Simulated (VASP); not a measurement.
Cs2SnI6:

```xyz
9
Lattice="0.0000 5.8138 5.8138 5.8138 0.0000 5.8138 5.8138 5.8138 0.0000" Properties=species:S:1:pos:R:3 pbc="T T T"
Cs    2.9069    2.9069    2.9069
Cs    8.7207    8.7207    8.7207
Sn    0.0000    0.0000    0.0000
I     2.8529    5.8138    5.8138
I     5.8138    2.8529    5.8138
I     8.7747    5.8138    5.8138
I     5.8138    8.7747    5.8138
I     5.8138    5.8138    2.8529
I     5.8138    5.8138    8.7747
```

* Program: VASP 6.6.1
* Task: relaxation of cell and atoms
* Functional: PBE
* Potentials or basis: VASP PAW PBE potentials, release 64 (Cs_sv, Sn_d, I)
* Cutoff: 500 eV
* k mesh: 4 × 4 × 4
* Occupations: gaussian, width 0.05 eV
* Spin: no spin polarisation

At the start: pressure 1.6 GPa; volume 43.67 Å³/atom.

Problem. How do energy, volume and symmetry change on relaxing?

Solution. Over 7 steps the energy falls by 17.8 meV/atom and the volume is 48.48 Å³/atom (+11.0 %); space group Fm-3m (No. 225, to 0.05 Å).

Step by step:
```csv
step,energy change (eV),largest force (eV/Å),pressure (GPa),volume (Å³)
1,0.0000,0.2796,1.58,393.02
2,-0.1319,0.1166,0.13,418.09
3,-0.1321,0.1341,0.06,419.48
4,-0.1376,0.1225,0.05,421.23
5,-0.1506,0.0826,0.03,426.50
6,-0.1601,0.0173,0.03,437.17
7,-0.1601,0.0094,0.03,436.33
```

Final structure:
```yaml
crystal:
  lattice:
    - [0.00000, 6.01997, 6.01997]
    - [6.01997, 0.00000, 6.01997]
    - [6.01997, 6.01997, 0.00000]
  atoms:
    - { symbol: Cs, position: [0.25000, 0.25000, 0.25000] }
    - { symbol: Cs, position: [0.75000, 0.75000, 0.75000] }
    - { symbol: Sn, position: [0.00000, 0.00000, 0.00000] }
    - { symbol: I, position: [0.75840, 0.24160, 0.24160] }
    - { symbol: I, position: [0.24160, 0.75840, 0.24160] }
    - { symbol: I, position: [0.24160, 0.75840, 0.75840] }
    - { symbol: I, position: [0.75840, 0.24160, 0.75840] }
    - { symbol: I, position: [0.24160, 0.24160, 0.75840] }
    - { symbol: I, position: [0.75840, 0.75840, 0.24160] }
```

Caveat: the volume moved by +11 % from the deposited cell, more than functionals usually miss.
